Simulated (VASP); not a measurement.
W, 3 atoms in the cell. Symmetry: R-3m, No. 166, trigonal system. The conventional cell has a = 2.795 Å, b = 2.795 Å, c = 7.316 Å, α = 90.00°, β = 90.00°, γ = 120.00°. Within 3.7 Å of W (site symmetry -3m) lie 12 W at 2.79 to 2.92 Å. 

```yaml
Program: VASP 6.6.1
Task: single point
Functional: PBE
Potentials_or_basis: VASP PAW PBE potentials, release 64 (W_sv)
Cutoff: 520 eV
k_mesh: 30 × 30 × 12
Occupations: gaussian, width 0.1 eV
Spin: no spin polarisation
Dipole_correction: no
Further_INCAR_settings: ALGO = Fast; EDIFF = 1e-06; NBANDS = 28
```

Potentials or basis: VASP PAW PBE potentials, release 64 (W_sv).

Command:

```console
$ cat potpaw_PBE.64/W_sv/POTCAR > POTCAR
$ mpirun -np 1 vasp_std > vasp.out
```

Hardware: 1 thread of Oxide Virtual Turin-like Processor, with other jobs on the host.

**Question.** Estimate the wall time of this run.

**Answer.** It took 45 min on 1 thread of Oxide Virtual Turin-like Processor (shared host), peak memory 0.96 GiB. Counts: scf iterations 15, k points 1012.
